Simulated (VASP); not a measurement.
# Li (Fm-3m) in VASP: further runs

Runs on Li. Level: r2SCAN. Tasks: single point.

All numbers are computed with VASP 6.6.1; they aren't measurements. Logs are shortened: lines on timing, memory, paths and dates and some standing lists are left out, and cuts for length are marked.

### 1 The cell of the first run

The structure is cubic, space group Fm-3m (No. 225). Conventional cell: a = 4.378 Å, b = 4.378 Å, c = 4.378 Å, α = 90.00°, β = 90.00°, γ = 90.00°. Li (site symmetry m-3m) has 12 Li at 3.10 Å within 4.1 Å.

This isn't the form of Li at room conditions, which is bcc.

### 2 Single point, r2SCAN

Contents of POSCAR:

```
Li
1.0
    0.0000000000      2.1889885449      2.1889885449
    2.1889885449      0.0000000000      2.1889885449
    2.1889885449      2.1889885449      0.0000000000
Li
1
Direct
    0.0000000000      0.0000000000      0.0000000000
```

Contents of INCAR.step1:

```
SYSTEM = Li
PREC = Accurate
ENCUT = 830
ISMEAR = -1
SIGMA = 0.1
LREAL = .False.
LASPH = .True.
NELM = 120
NBANDS = 8
GGA = PE
ALGO = Normal
EDIFF = 1E-5
LWAVE = .True.
LCHARG = .False.
GGA_COMPAT = .False.
```

Contents of INCAR.step2:

```
SYSTEM = Li
PREC = Accurate
ENCUT = 830
EDIFF = 1E-6
ISMEAR = -1
SIGMA = 0.1
LREAL = .False.
LASPH = .True.
NELM = 120
ALGO = Normal
ISIF = 2
LWAVE = .False.
LCHARG = .False.
METAGGA = R2SCAN
LMIXTAU = .True.
NBANDS = 8
ISTART = 1
GGA_COMPAT = .False.
```

Contents of KPOINTS:

```
regular mesh
0
Gamma
  12 12 12
  0 0 0
```

Potentials or basis: VASP PAW PBE potentials, release 64 (Li_sv).

Run with:

```sh
$ cat potpaw_PBE.64/Li_sv/POTCAR > POTCAR
$ cp INCAR.step1 INCAR
$ mpirun -np 1 vasp_std > vasp.out
$ cp INCAR.step2 INCAR
$ mpirun -np 1 vasp_std > vasp.out
```

OUTCAR:

```text
SYSTEM = Li
   PREC = Accurate
   ENCUT = 830
   EDIFF = 1E-6
   ISMEAR = -1
   LREAL = .False.
   LASPH = .True.
   NELM = 120
   ISIF = 2
   METAGGA = R2SCAN
   ISTART = 1

 ion  position               nearest neighbor table
   1  0.000  0.000  0.000-

  LATTYP: Found a face centered cubic cell.
 ALAT       =     4.3779770898

  Lattice vectors:

 A1 = (   0.0000000000,   2.1889885449,   2.1889885449)
 A2 = (   2.1889885449,   0.0000000000,   2.1889885449)
 A3 = (   2.1889885449,   2.1889885449,   0.0000000000)

Analysis of symmetry for initial positions (statically):
=====================================================================
 Subroutine PRICEL returns:
 Original cell was already a primitive cell.

 Routine SETGRP: Setting up the symmetry group for a
 face centered cubic supercell.

 Subroutine GETGRP returns: Found 48 space group operations
 (whereof 48 operations were pure point group operations)
 out of a pool of 48 trial point group operations.

The static configuration has the point symmetry O_h .

Analysis of symmetry for dynamics (positions and initial velocities):
=====================================================================
 Subroutine PRICEL returns:
 Original cell was already a primitive cell.

 Routine SETGRP: Setting up the symmetry group for a
 face centered cubic supercell.

 Subroutine GETGRP returns: Found 48 space group operations
 (whereof 48 operations were pure point group operations)
 out of a pool of 48 trial point group operations.

The dynamic configuration has the point symmetry O_h .

 Subroutine INISYM returns: Found 48 space group operations
 (whereof 48 operations are pure point group operations),
 and found     1 'primitive' translations

----------------------------------------------------------------------------------------

                                     Primitive cell

  volume of cell :      20.9778

  direct lattice vectors                    reciprocal lattice vectors
     0.000000000  2.188988545  2.188988545    -0.228415997  0.228415997  0.228415997
     2.188988545  0.000000000  2.188988545     0.228415997 -0.228415997  0.228415997
     2.188988545  2.188988545  0.000000000     0.228415997  0.228415997 -0.228415997

  length of vectors
     3.095697288  3.095697288  3.095697288     0.395628111  0.395628111  0.395628111

  position of ions in fractional coordinates (direct lattice)
     0.000000000  0.000000000  0.000000000

  ion indices of the primitive-cell ions
   primitive index   ion index
                 1           1

----------------------------------------------------------------------------------------

 KPOINTS: regular mesh

Automatic generation of k-mesh.
 Grid dimensions read from file:
 generate k-points for:   12   12   12

 Generating k-lattice:

  Cartesian coordinates                     Fractional coordinates (reciprocal lattice)
    -0.019034666  0.019034666  0.019034666     0.083333333  0.000000000  0.000000000
     0.019034666 -0.019034666  0.019034666     0.000000000  0.083333333  0.000000000
     0.019034666  0.019034666 -0.019034666     0.000000000  0.000000000  0.083333333

  Length of vectors
     0.032969009  0.032969009  0.032969009

  Shift w.r.t. Gamma in fractional coordinates (k-lattice)
     0.000000000  0.000000000  0.000000000

 Subroutine IBZKPT returns following result:
 ===========================================

 Found     72 irreducible k-points:

 Following reciprocal coordinates:
            Coordinates               Weight
  0.000000  0.000000  0.000000      1.000000
  0.083333  0.000000  0.000000      8.000000
  0.166667  0.000000  0.000000      8.000000
  0.250000  0.000000  0.000000      8.000000
  0.333333  0.000000  0.000000      8.000000
  0.416667  0.000000  0.000000      8.000000
[... 16 lines left out ...]
  0.500000  0.166667  0.000000     24.000000
 -0.416667  0.166667  0.000000     24.000000
 [... further k-points ...]
   k-points           NKPTS =     72   k-points in BZ     NKDIM =     72   number of bands    NBANDS=      8
   number of dos      NEDOS =    301   number of ions     NIONS =      1
   total plane-waves  NPLWV =  27000
   dimension x,y,z NGX =    30 NGY =   30 NGZ =   30
   dimension x,y,z NGXF=    60 NGYF=   60 NGZF=   60
   ions per type =               1
   NGX,Y,Z   is equivalent  to a cutoff of  16.11, 16.11, 16.11 a.u.
   NGXF,Y,Z  is equivalent  to a cutoff of  32.22, 32.22, 32.22 a.u.
 SYSTEM =  Li
   PREC   = accura    normal or accurate (medium, high low for compatibility)
   ISTART =      1    job   : 0-new  1-cont  2-samecut
   ICHARG =      0    charge: 1-file 2-atom 10-const
   ISPIN  =      1    spin polarized calculation?
   LNONCOLLINEAR =      F non collinear calculations
   LSORBIT =      F    spin-orbit coupling
   LASPH  =      T    aspherical Exc in radial PAW
   ENCUT  =  830.0 eV  61.00 Ry    7.81 a.u.   7.27  7.27  7.27*2*pi/ulx,y,z
   NELM   =    120;   NELMIN=  2; NELMDL=  0     # of ELM steps
   EDIFF  = 0.1E-05   stopping-criterion for ELM
   LREAL  =      F    real-space projection
   EDIFFG = 0.1E-04   stopping-criterion for IOM
   NSW    =      0    number of steps for IOM
   IBRION =     -1    ionic relax: 0-MD 1-quasi-New 2-CG
   NFREE  =      0    steps in history (QN), initial steepest desc. (CG)
   ISIF   =      2    stress and relaxation
   ISYM   =      2    0-nonsym 1-usesym 2-fastsym
   POTIM  = 0.5000    time-step for ionic-motion
   TEBEG  =    0.0;   TEEND  =   0.0 temperature during run
   PSTRESS=    0.0 pullay stress
   NELECT =       3.0000    total number of electrons
   NUPDOWN=      -1.0000    fix difference up-down
   EMIN   =  10.00;   EMAX   =-10.00  energy-range for DOS
   EFERMI =   0.00;   METHOD = LEGACY
   ISMEAR =    -1;   SIGMA  =   0.10  broadening in eV -4-tet -1-fermi 0-gaus
   EFERMI_NEDOS =   21; number of points for ismear=-14 and -15
   IALGO  =     38    algorithm
   IMIX   =      4    mixing-type and parameters
     AMIX     =   0.40;   BMIX     =  1.00
     AMIX_MAG =   1.60;   BMIX_MAG =  1.00
  volume/ion in A,a.u.               =      20.98       141.57
  Fermi-wavevector in a.u.,A,eV,Ry     =   0.856108  1.617809  9.971989  0.732920
  Thomas-Fermi vector in A             =   1.972959
   LORBIT       =      0    0 simple, 1 ext, 2 COOP (PROOUT), +10 PAW based schemes
   METAGGA = R2SCAN    functional components
   LHFCALC =     F    Hartree Fock is set to
   AEXX    =    0.0000 exact exchange contribution
   IVDW    =     0    specifies the selected vdW correction
   LEPSILON=     F    determine dielectric tensor
   LRPA    =     F    only Hartree local field effects (RPA)
 non-spin polarized calculation
  energy-cutoff  :      830.00
  volume of cell :       20.98
 maximum number of plane-waves:      1159
 NGX is ok and might be reduce to    30
   NGX = 15   NGY = 15   NGZ = 15

 number of electron       2.9999999 magnetization

 Free energy of the ion-electron system (eV)
  ---------------------------------------------------
  ext. energy  EPLUGINS =         0.00000000
  ---------------------------------------------------
  free energy    TOTEN  =        -2.39403385 eV

  energy without entropy =       -2.37941449  energy(sigma->0) =       -2.38672417

 E-fermi :   0.4913     XC(G=0):  -7.3586

 val. band max:        0.4369142089   @ k =   0.5000   0.2500   0.0833
 cond. band min:       0.5436432838   @ k =   0.5000   0.0000   0.0000
 fundamental gap:      0.1067290749
 Fermi energy:         0.4913038094

 k-point     1 :       0.0000    0.0000    0.0000
  band No.  band energies     occupation
      1     -47.5903      2.00000
      2      -3.2874      2.00000
      3      16.1478      0.00000
      4      16.1478      0.00000
      5      16.1478      0.00000
      6      19.5019      0.00000
      7      19.5019      0.00000
      8      19.5019      0.00000

 k-point     2 :       0.0833    0.0000    0.0000
  band No.  band energies     occupation
      1     -47.5892      2.00000
      2      -3.1537      2.00000
      3      14.5542      0.00000
      4      15.8035      0.00000
      5      15.8035      0.00000
      6      18.9394      0.00000
      7      20.0815      0.00000
      8      20.0815      0.00000

 k-point     3 :       0.1667    0.0000    0.0000
  band No.  band energies     occupation
      1     -47.5862      2.00000
      2      -2.7528      2.00000
      3      11.7461      0.00000
      4      15.1956      0.00000
      5      15.1956      0.00000
      6      19.1485      0.00000
      7      20.9288      0.00000
      8      20.9288      0.00000

 k-point     4 :       0.2500    0.0000    0.0000
  band No.  band energies     occupation
      1     -47.5820      2.00000
      2      -2.0879      2.00000
      3       9.0000      0.00000
      4      14.6990      0.00000
      5      14.6990      0.00000
      6      19.4177      0.00000
      7      20.1173      0.00000
      8      20.1173      0.00000

 k-point     5 :       0.3333    0.0000    0.0000
  band No.  band energies     occupation
      1     -47.5778      2.00000
      2      -1.1779      2.00000
      3       6.5529      0.00000
      4      14.3999      0.00000
      5      14.3999      0.00000
      6      18.9208      0.00000
      7      18.9208      0.00000
      8      19.1684      0.00000
[... 177 lines left out ...]
 k-point    22 :       0.4167    0.1667    0.0000
  band No.  band energies     occupation
      1     -47.5744      2.00000
      2      -0.3198      1.99940
      3       6.1367      0.00000
      4      11.9562      0.00000
      5      12.3869      0.00000
      6      15.5362      0.00000
      7      20.3507      0.00000
      8      22.1843      0.00000

 k-point    23 :       0.5000    0.1667    0.0000
  band No.  band energies     occupation
      1     -47.5723      2.00000
      2       0.7734      0.11236
      3       4.3069      0.00000
      4      11.4764      0.00000
      5      12.2006      0.00000
      6      15.7013      0.00000
      7      21.1820      0.00000
      8      22.2669      0.00000

 k-point    24 :      -0.4167    0.1667    0.0000
  band No.  band energies     occupation
      1     -47.5720      2.00000
      2       1.0519      0.00732
      3       3.8982      0.00000
      4      10.8827      0.00000
      5      12.7517      0.00000
      6      16.0798      0.00000
      7      20.5031      0.00000
      8      23.1123      0.00000

 [... further k-points ...]
[... 5 lines left out ...]
  --------------------------------------------------------------------------------------
  -------------------------------------------------------------------------------------
  Total       -0.0162455     -0.0162455     -0.0162455     -0.0000000     -0.0000000     -0.0000000
  in kB       -1.2407485     -1.2407485     -1.2407485     -0.0000000     -0.0000000     -0.0000000
  external PRESSURE =      -1.2407485 kB  Pullay stress =       0.0000000 kB

 VOLUME and BASIS-vectors are now :
 -----------------------------------------------------------------------------
  energy-cutoff  :      830.00
  volume of cell :       20.98
      direct lattice vectors                 reciprocal lattice vectors
     0.000000000  2.188988545  2.188988545    -0.228415997  0.228415997  0.228415997
     2.188988545  0.000000000  2.188988545     0.228415997 -0.228415997  0.228415997
     2.188988545  2.188988545  0.000000000     0.228415997  0.228415997 -0.228415997

 POSITION                                       TOTAL-FORCE (eV/Angst)
 -----------------------------------------------------------------------------------
      0.00000      0.00000      0.00000         0.000000     -0.000000      0.000000
 -----------------------------------------------------------------------------------
    total drift:                               -0.000000     -0.000000      0.000000

  FREE ENERGIE OF THE ION-ELECTRON SYSTEM (eV)
  ---------------------------------------------------
  free  energy   TOTEN  =        -2.3940338495 eV

  energy  without entropy=       -2.3794144922  energy(sigma->0) =       -2.38672417
```

Run time: 2.3 min. Hardware: 1 thread of Intel Xeon Platinum 8124M at 3.00GHz (Skylake/Cascade Lake), shared host; peak memory 0.17 GiB.

Results:

| Property | Result |
| --- | --- |
| Free energy | -2.3940 eV |
| Pressure | -0.1 GPa |
| Band gap on the k mesh | zero (an odd number of electrons rules out a gap without spin polarisation) |

Caveat: the PAW data sets were made with another functional, which shifts forces and pressure a little.

### 3 Single point, r2SCAN (18.46 Å³/atom)

This run uses another cell than the first one, of 18.46 Å³/atom.

Contents of POSCAR:

```
Li
1.0
    0.0000000000      2.0976726361      2.0976726361
    2.0976726361      0.0000000000      2.0976726361
    2.0976726361      2.0976726361      0.0000000000
Li
1
Direct
    0.0000000000      0.0000000000      0.0000000000
```

Contents of INCAR.step1:

```
PREC     = Accurate       # precision mode
ENCUT    = 830            # plane-wave cutoff, eV
ISMEAR   = -1             # smearing method
SIGMA    = 0.1            # smearing width, eV
LREAL    = False          # projectors in reciprocal space
LASPH    = True           # aspherical terms in the spheres
NELM     = 120            # most SCF steps
NBANDS   = 8              # bands
GGA      = PE             # functional
ALGO     = Normal         # electronic algorithm
EDIFF    = 1E-5           # SCF threshold, eV
LWAVE    = True           # write WAVECAR
LCHARG   = False          # write CHGCAR
GGA_COMPAT= False
```

Contents of INCAR.step2:

```
PREC     = Accurate       # precision mode
ENCUT    = 830            # plane-wave cutoff, eV
EDIFF    = 1E-6           # SCF threshold, eV
ISMEAR   = -1             # smearing method
SIGMA    = 0.1            # smearing width, eV
LREAL    = False          # projectors in reciprocal space
LASPH    = True           # aspherical terms in the spheres
NELM     = 120            # most SCF steps
ALGO     = Normal         # electronic algorithm
ISIF     = 2              # what is computed and relaxed
LWAVE    = False          # write WAVECAR
LCHARG   = True           # write CHGCAR
METAGGA  = R2SCAN         # meta-GGA
LMIXTAU  = True         
LELF     = True           # ELF
LVHAR    = True         
NBANDS   = 8              # bands
ISTART   = 1            
GGA_COMPAT= False
```

Contents of KPOINTS:

```
Automatic mesh
0
Gamma
  14 14 14
```

Potentials or basis: VASP PAW PBE potentials, release 64 (Li_sv).

Run with:

```sh
$ cat potpaw_PBE.64/Li_sv/POTCAR > POTCAR
$ cp INCAR.step1 INCAR
$ mpirun -np 1 vasp_std > vasp.out
$ cp INCAR.step2 INCAR
$ mpirun -np 1 vasp_std > vasp.out
```

Wall time 88 s (1 thread of Intel Xeon Platinum 8124M at 3.00GHz (Skylake/Cascade Lake), shared host); peak memory 0.16 GiB.

The run converged. Its results:

```
Free energy            : -2.3814 eV
Pressure               : 1.9 GPa
Band gap on the k mesh : zero (an odd number of electrons rules out a gap without spin polarisation)
```

Levels at points of the mesh, in eV from the Fermi level:
| k point | band 1 | band 2 | band 3 | band 4 | band 5 |
| --- | --- | --- | --- | --- | --- |
| (0.00, 0.00, 0.00) | -47.89 | -3.98 | 17.07 | 17.07 | 17.07 |
| (0.50, 0.00, 0.00) | -47.86 | -0.03 | 3.50 | 14.98 | 14.98 |
| (0.50, 0.50, 0.00) | -47.85 | 1.78 | 5.40 | 9.90 | 9.90 |

Caveat: the PAW data sets were made with another functional, which shifts forces and pressure a little.

The gap in the log of VASP goes by the Fermi energy; the results here count the filled bands.